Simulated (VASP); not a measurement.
Set up this calculation in VASP 6.6.1, as the native input.

```yaml
Task: single point
Functional: HSE06
Potentials_or_basis: VASP PAW PBE potentials, release 64 (K_sv, Ta_pv, O)
Cutoff: 520 eV
k_mesh: 4 × 4 × 4
Occupations: gaussian, width 0.01 eV
Spin: no spin polarisation
Dipole_correction: no
Grid_for_exact_exchange_PRECFOCK: Fast
Further_INCAR_settings: ALGO = Normal; EDIFF = 1e-06; NBANDS = 27
Share_of_exact_exchange: 0.25
Screening_parameter: 0.2079 1/Å
```

KTaO3:

```
K Ta O
1.0
     4.14974    0.00000    0.00000
     0.00000    4.14974    0.00000
     0.00000    0.00000    4.14974
K Ta O
1 1 3
Cartesian
  0.0000 0.0000 0.0000
  2.0749 2.0749 2.0749
  2.0749 2.0749 0.0000
  2.0749 0.0000 2.0749
  0.0000 2.0749 2.0749
```

This cell differs from its parent crystal: strain +4.0%.

The input as run:

POSCAR

```
KTaO3
1.0
    4.1497363471      0.0000000000      0.0000000000
    0.0000000000      4.1497363471      0.0000000000
    0.0000000000      0.0000000000      4.1497363471
K Ta O
1 1 3
Direct
    0.0000000000      0.0000000000      0.0000000000
    0.5000000000      0.5000000000      0.5000000000
    0.5000000000      0.5000000000      0.0000000000
    0.5000000000      0.0000000000      0.5000000000
    0.0000000000      0.5000000000      0.5000000000
```

INCAR.step1

```
ALGO = Normal
EDIFF = 1E-5
ENCUT = 520
GGA = PE
ISIF = 2
ISMEAR = 0
LASPH = T
LCHARG = F
LREAL = F
LUSENCCL = F
LWAVE = T
NBANDS = 27
NELM = 60
PREC = Accurate
SIGMA = 0.01
```

INCAR.step2

```
ALGO = Normal
EDIFF = 1E-6
ENCUT = 520
GGA = PE
HFSCREEN = 0.2079
ISIF = 2
ISMEAR = 0
ISTART = 1
LASPH = T
LCHARG = F
LHFCALC = T
LREAL = F
LUSENCCL = F
LWAVE = F
NBANDS = 27
NELM = 60
PREC = Accurate
PRECFOCK = Fast
SIGMA = 0.01
```

KPOINTS

```
k-points
0
Gamma
  4 4 4
```

Potentials or basis: VASP PAW PBE potentials, release 64 (K_sv, Ta_pv, O).

Command:

```bash
$ cat potpaw_PBE.64/K_sv/POTCAR potpaw_PBE.64/Ta_pv/POTCAR potpaw_PBE.64/O/POTCAR > POTCAR
$ cp INCAR.step1 INCAR
$ mpirun -np 1 vasp_std > vasp.out
$ cp INCAR.step2 INCAR
$ mpirun -np 1 vasp_std > vasp.out
```

Results of the run:

```yaml
Pressure: -19.5 GPa
Band_gap_on_the_k_mesh: 3.13 eV (least direct gap 3.79 eV)
```

Caveat: the cell differs from its parent crystal (strain +4.0%); the cell stands under tension; the PAW data sets were made with another functional, which shifts forces and pressure a little; spin-orbit coupling is left out, which moves the levels of the heavy elements.

Run time: 8.6 min on 1 × NVIDIA H100 80GB with 1 thread of AMD EPYC 7R13 Processor (Zen 3), on a shared host, peak memory 1.3 GiB.
